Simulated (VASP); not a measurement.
# Hf3S5 (P-3m1) in VASP: single point with PBE

Aim: the single point of Hf3S5 with PBE.

Everything below comes from runs of VASP 6.6.1. Logs are shortened: lines on timing, memory, paths and dates and some standing lists are left out, and cuts for length are marked.

### 1 The cell of the first run

Symmetry: P-3m1, No. 164, trigonal system. The conventional cell has a = 5.219 Å, b = 5.219 Å, c = 8.587 Å, α = 90.00°, β = 90.00°, γ = 120.00°. Within 3.3 Å of Hf (site symmetry 3m) lie 6 S at 2.47 to 3.07 Å. Hf (site symmetry -3m) has 8 S at 2.56 to 2.61 Å within 3.4 Å. Within 3.5 Å of S (site symmetry 3m) lie 4 Hf at 2.56 to 3.07 Å and 1 S at 3.47 Å. S (site symmetry 2/m) has 4 Hf at 2.47 to 2.61 Å and 4 S at 2.61 Å within 3.3 Å.

The cell was generated, and may not be a known phase.

### 2 Single point, PBE

Input file INCAR:

```
ALGO = Normal
EDIFF = 1E-7
ENCUT = 520
GGA = PE
ISIF = 2
ISMEAR = 0
LASPH = T
LCHARG = F
LREAL = F
LWAVE = F
NBANDS = 40
NELM = 80
PREC = Accurate
SIGMA = 0.2
```

Input file KPOINTS:

```
k-points
0
Gamma
  3 3 3
```

Input file POSCAR:

```
Hf3S5
1.0
    5.2194990372     -0.0000000026      0.0000000000
   -2.6097495164      4.5202187626      0.0000000000
    0.0000000000      0.0000000000      8.5873874224
Hf S
3 5
Direct
    0.3333333333      0.6666666667      0.2285927258
    0.6666666667      0.3333333333      0.7714072742
    0.0000000000      0.0000000000      0.0000000000
    0.0000000000      0.0000000000      0.7020770382
    0.0000000000      0.0000000000      0.2979229618
    0.5000000000      0.0000000000      0.0000000000
    0.0000000000      0.5000000000      0.0000000000
    0.5000000000      0.5000000000      0.0000000000
```

Potentials or basis: VASP PAW PBE potentials, release 64 (Hf_pv, S).

On the command line:

```sh
> cat potpaw_PBE.64/Hf_pv/POTCAR potpaw_PBE.64/S/POTCAR > POTCAR
> mpirun -np 1 vasp_std > vasp.out
```

OUTCAR:

```text
EDIFF = 1E-7
   ENCUT = 520
   GGA = PE
   ISIF = 2
   ISMEAR = 0
   LASPH = T
   LREAL = F
   NELM = 80
   PREC = Accurate

 ion  position               nearest neighbor table
   1  0.333  0.667  0.229-   7 2.47   6 2.47   8 2.47   5 3.07   5 3.07   5 3.07   3 3.60   3 3.60
                             3 3.60
   2  0.667  0.333  0.771-   7 2.47   6 2.47   8 2.47   4 3.07   4 3.07   4 3.07   3 3.60   3 3.60
                             3 3.60
   3  0.000  0.000  0.000-   4 2.56   5 2.56   6 2.61   6 2.61   8 2.61   8 2.61   7 2.61   7 2.61
                             1 3.60   2 3.60   2 3.60   1 3.60   1 3.60   2 3.60
   4  0.000  0.000  0.702-   3 2.56   2 3.07   2 3.07   2 3.07
   5  0.000  0.000  0.298-   3 2.56   1 3.07   1 3.07   1 3.07
   6  0.500  0.000  0.000-   1 2.47   2 2.47   3 2.61   3 2.61   7 2.61   7 2.61   8 2.61   8 2.61

   7  0.000  0.500  0.000-   1 2.47   2 2.47   8 2.61   8 2.61   6 2.61   6 2.61   3 2.61   3 2.61

   8  0.500  0.500  0.000-   1 2.47   2 2.47   7 2.61   7 2.61   3 2.61   3 2.61   6 2.61   6 2.61

  LATTYP: Found a hexagonal cell.
 ALAT       =     5.2194990372
 C/A-ratio  =     1.6452512705

  Lattice vectors:

 A1 = (   5.2194990372,  -0.0000000026,   0.0000000000)
 A2 = (  -2.6097495164,   4.5202187626,   0.0000000000)
 A3 = (   0.0000000000,   0.0000000000,   8.5873874224)

Analysis of symmetry for initial positions (statically):
=====================================================================
 Subroutine PRICEL returns:
 Original cell was already a primitive cell.

 Routine SETGRP: Setting up the symmetry group for a
 hexagonal supercell.

 Subroutine GETGRP returns: Found 12 space group operations
 (whereof 12 operations were pure point group operations)
 out of a pool of 24 trial point group operations.

The static configuration has the point symmetry D_3d.

Analysis of symmetry for dynamics (positions and initial velocities):
=====================================================================
 Subroutine PRICEL returns:
 Original cell was already a primitive cell.

 Routine SETGRP: Setting up the symmetry group for a
 hexagonal supercell.

 Subroutine GETGRP returns: Found 12 space group operations
 (whereof 12 operations were pure point group operations)
 out of a pool of 24 trial point group operations.

The dynamic configuration has the point symmetry D_3d.

 Subroutine INISYM returns: Found 12 space group operations
 (whereof 12 operations are pure point group operations),
 and found     1 'primitive' translations

----------------------------------------------------------------------------------------

                                     Primitive cell

  volume of cell :     202.6046

  direct lattice vectors                    reciprocal lattice vectors
     5.219499037 -0.000000003  0.000000000     0.191589268  0.110614115  0.000000000
    -2.609749516  4.520218763  0.000000000     0.000000000  0.221228231  0.000000000
     0.000000000  0.000000000  8.587387422     0.000000000  0.000000000  0.116449853

  length of vectors
     5.219499037  5.219499037  8.587387422     0.221228231  0.221228231  0.116449853

  position of ions in fractional coordinates (direct lattice)
     0.333333333  0.666666667  0.228592726
     0.666666667  0.333333333  0.771407274
     0.000000000  0.000000000  0.000000000
     0.000000000  0.000000000  0.702077038
     0.000000000  0.000000000  0.297922962
     0.500000000  0.000000000  0.000000000
     1.000000000  0.500000000  0.000000000
     0.500000000  0.500000000  0.000000000

  ion indices of the primitive-cell ions
   primitive index   ion index
                 1           1
                 2           2
                 3           3
                 4           4
                 5           5
                 6           6
                 7           7
                 8           8

----------------------------------------------------------------------------------------

 KPOINTS: k-points

Automatic generation of k-mesh.
 Grid dimensions read from file:
 generate k-points for:    3    3    3

 Generating k-lattice:

  Cartesian coordinates                     Fractional coordinates (reciprocal lattice)
     0.063863089  0.036871372  0.000000000     0.333333333  0.000000000  0.000000000
     0.000000000  0.073742744  0.000000000     0.000000000  0.333333333  0.000000000
     0.000000000  0.000000000  0.038816618     0.000000000  0.000000000  0.333333333

  Length of vectors
     0.073742744  0.073742744  0.038816618

  Shift w.r.t. Gamma in fractional coordinates (k-lattice)
     0.000000000  0.000000000  0.000000000

 Subroutine IBZKPT returns following result:
 ===========================================

 Found      7 irreducible k-points:

 Following reciprocal coordinates:
            Coordinates               Weight
  0.000000  0.000000  0.000000      1.000000
  0.333333 -0.000000  0.000000      6.000000
  0.333333  0.333333  0.000000      2.000000
  0.000000  0.000000  0.333333      2.000000
  0.333333 -0.000000  0.333333      6.000000
  0.000000  0.333333  0.333333      6.000000
  0.333333  0.333333  0.333333      4.000000
   k-points           NKPTS =      7   k-points in BZ     NKDIM =      7   number of bands    NBANDS=     40
   number of dos      NEDOS =    301   number of ions     NIONS =      8
   total plane-waves  NPLWV = 102400
   dimension x,y,z NGX =    40 NGY =   40 NGZ =   64
   dimension x,y,z NGXF=    80 NGYF=   80 NGZF=  128
   ions per type =               3   5
   NGX,Y,Z   is equivalent  to a cutoff of  12.74, 12.74, 12.39 a.u.
   NGXF,Y,Z  is equivalent  to a cutoff of  25.48, 25.48, 24.78 a.u.
 SYSTEM =  unknown system
   PREC   = accura    normal or accurate (medium, high low for compatibility)
   ISTART =      0    job   : 0-new  1-cont  2-samecut
   ICHARG =      2    charge: 1-file 2-atom 10-const
   ISPIN  =      1    spin polarized calculation?
   LNONCOLLINEAR =      F non collinear calculations
   LSORBIT =      F    spin-orbit coupling
   LASPH  =      T    aspherical Exc in radial PAW
   ENCUT  =  520.0 eV  38.22 Ry    6.18 a.u.   9.70  9.70 15.97*2*pi/ulx,y,z
   NELM   =     80;   NELMIN=  2; NELMDL= -5     # of ELM steps
   EDIFF  = 0.1E-06   stopping-criterion for ELM
   LREAL  =      F    real-space projection
   EDIFFG = 0.1E-05   stopping-criterion for IOM
   NSW    =      0    number of steps for IOM
   IBRION =     -1    ionic relax: 0-MD 1-quasi-New 2-CG
   NFREE  =      0    steps in history (QN), initial steepest desc. (CG)
   ISIF   =      2    stress and relaxation
   ISYM   =      2    0-nonsym 1-usesym 2-fastsym
   POTIM  = 0.5000    time-step for ionic-motion
   TEBEG  =    0.0;   TEEND  =   0.0 temperature during run
   PSTRESS=    0.0 pullay stress
   NELECT =      60.0000    total number of electrons
   NUPDOWN=      -1.0000    fix difference up-down
   EMIN   =  10.00;   EMAX   =-10.00  energy-range for DOS
   EFERMI =   0.00;   METHOD = LEGACY
   ISMEAR =     0;   SIGMA  =   0.20  broadening in eV -4-tet -1-fermi 0-gaus
   EFERMI_NEDOS =   21; number of points for ismear=-14 and -15
   IALGO  =     38    algorithm
   IMIX   =      4    mixing-type and parameters
     AMIX     =   0.40;   BMIX     =  1.00
     AMIX_MAG =   1.60;   BMIX_MAG =  1.00
  volume/ion in A,a.u.               =      25.33       170.91
  Fermi-wavevector in a.u.,A,eV,Ry     =   1.091211  2.062090 16.201026  1.190742
  Thomas-Fermi vector in A             =   2.227452
   LORBIT       =      0    0 simple, 1 ext, 2 COOP (PROOUT), +10 PAW based schemes
   GGA     = PE    functional components
   LHFCALC =     F    Hartree Fock is set to
   AEXX    =    0.0000 exact exchange contribution
   IVDW    =     0    specifies the selected vdW correction
   LEPSILON=     F    determine dielectric tensor
   LRPA    =     F    only Hartree local field effects (RPA)
 non-spin polarized calculation
 Gauss-broadening in eV      SIGMA  =   0.20
  energy-cutoff  :      520.00
  volume of cell :      202.60
 maximum number of plane-waves:      5468
 NGX is ok and might be reduce to    40
   NGX = 19   NGY = 19   NGZ = 31

 number of electron      59.9999993 magnetization

 Free energy of the ion-electron system (eV)
  ---------------------------------------------------
  ext. energy  EPLUGINS =         0.00000000
  ---------------------------------------------------
  free energy    TOTEN  =       -52.88703887 eV

  energy without entropy =      -52.76749730  energy(sigma->0) =      -52.82726809

 E-fermi :   4.3209     XC(G=0):  -8.9866

 val. band max:        4.2912142608   @ k =   0.3333   0.3333   0.0000
 cond. band min:       4.3232257812   @ k =   0.3333  -0.0000   0.0000
 fundamental gap:      0.0320115204
 Fermi energy:         4.3208608948

 k-point     1 :       0.0000    0.0000    0.0000
  band No.  band energies     occupation
      1     -28.2317      2.00000
      2     -28.2167      2.00000
      3     -28.1560      2.00000
      4     -28.1560      2.00000
      5     -28.1557      2.00000
      6     -28.1557      2.00000
[... 32 lines left out ...]
     39       6.0265      0.00000
     40       6.1907      0.00000

 k-point     2 :       0.3333   -0.0000    0.0000
  band No.  band energies     occupation
      1     -28.2340      2.00000
      2     -28.2194      2.00000
      3     -28.1613      2.00000
      4     -28.1594      2.00000
      5     -28.1553      2.00000
      6     -28.1530      2.00000
[... 32 lines left out ...]
     39       6.1959      0.00000
     40       6.3685      0.00000

 k-point     3 :       0.3333    0.3333    0.0000
  band No.  band energies     occupation
      1     -28.2285      2.00000
      2     -28.2285      2.00000
      3     -28.1581      2.00000
      4     -28.1581      2.00000
      5     -28.1580      2.00000
      6     -28.1564      2.00000
[... 122 lines left out ...]
  band No.  band energies     occupation
      1     -28.2339      2.00000
      2     -28.2196      2.00000
      3     -28.1612      2.00000
      4     -28.1594      2.00000
      5     -28.1553      2.00000
      6     -28.1530      2.00000
[... 32 lines left out ...]
     39       6.1483      0.00000
     40       6.4257      0.00000

 k-point     7 :       0.3333    0.3333    0.3333
  band No.  band energies     occupation
      1     -28.2285      2.00000
      2     -28.2285      2.00000
      3     -28.1581      2.00000
      4     -28.1581      2.00000
      5     -28.1579      2.00000
      6     -28.1565      2.00000
[... 32 lines left out ...]
     39       6.6716      0.00000
     40       6.6716      0.00000

------------------------ aborting loop because EDIFF is reached ----------------------------------------

  FORCE on cell =-STRESS in cart. coord.  units (eV):
  Direction    XX          YY          ZZ          XY          YZ          ZX
  --------------------------------------------------------------------------------------
  -------------------------------------------------------------------------------------
  Total       -0.5131470     -0.5131470     -0.4847153      0.0000000      0.0000000     -0.0000000
  in kB       -4.0579157     -4.0579157     -3.8330806      0.0000000      0.0000000     -0.0000000
  external PRESSURE =      -3.9829707 kB  Pullay stress =       0.0000000 kB

 VOLUME and BASIS-vectors are now :
 -----------------------------------------------------------------------------
  energy-cutoff  :      520.00
  volume of cell :      202.60
      direct lattice vectors                 reciprocal lattice vectors
     5.219499037 -0.000000003  0.000000000     0.191589268  0.110614115  0.000000000
    -2.609749516  4.520218763  0.000000000     0.000000000  0.221228231  0.000000000
     0.000000000  0.000000000  8.587387422     0.000000000  0.000000000  0.116449853

 POSITION                                       TOTAL-FORCE (eV/Angst)
 -----------------------------------------------------------------------------------
      0.00000      3.01348      1.96301        -0.000000      0.000000     -0.150435
      2.60975      1.50674      6.62437         0.000000     -0.000000      0.150435
      0.00000      0.00000      0.00000        -0.000000      0.000000     -0.000000
      0.00000      0.00000      6.02901        -0.000000     -0.000000      0.103859
      0.00000      0.00000      2.55838         0.000000      0.000000     -0.103859
      2.60975     -0.00000      0.00000        -0.000000      0.000000     -0.000000
     -1.30487      2.26011      0.00000        -0.000000      0.000000     -0.000000
      1.30487      2.26011      0.00000        -0.000000      0.000000     -0.000000
 -----------------------------------------------------------------------------------
    total drift:                               -0.000000     -0.000000     -0.000000

  FREE ENERGIE OF THE ION-ELECTRON SYSTEM (eV)
  ---------------------------------------------------
  free  energy   TOTEN  =       -52.8870388709 eV

  energy  without entropy=      -52.7674973023  energy(sigma->0) =      -52.82726809
```

Run time: 2.8 min. Hardware: 1 thread of Intel Xeon 8259CL, shared host; peak memory 0.33 GiB.

Results:

| Quantity | Value |
| --- | --- |
| Free energy | -52.8870 eV |
| Pressure | -0.4 GPa |
| Largest force | 0.150 eV/Å |
| Band gap on the k mesh | zero (bands 30 and 31 overlap by 0.43 eV) |

Forces in eV/Å, atoms in the order of the input:
```
Hf   0.000  0.000 -0.150
Hf   0.000  0.000  0.150
Hf   0.000  0.000  0.000
S    0.000  0.000  0.104
S    0.000  0.000 -0.104
S    0.000  0.000  0.000
S    0.000  0.000  0.000
S    0.000  0.000  0.000
```

Caveat: the k points lie up to 0.46 Å⁻¹ apart; spin-orbit coupling is left out, which moves the levels of the heavy elements; this functional lacks dispersion, which binds layers or chains, so the pressure and a relaxed spacing across them are unreliable.

The gap in the log of VASP goes by the Fermi energy; the results here count the filled bands.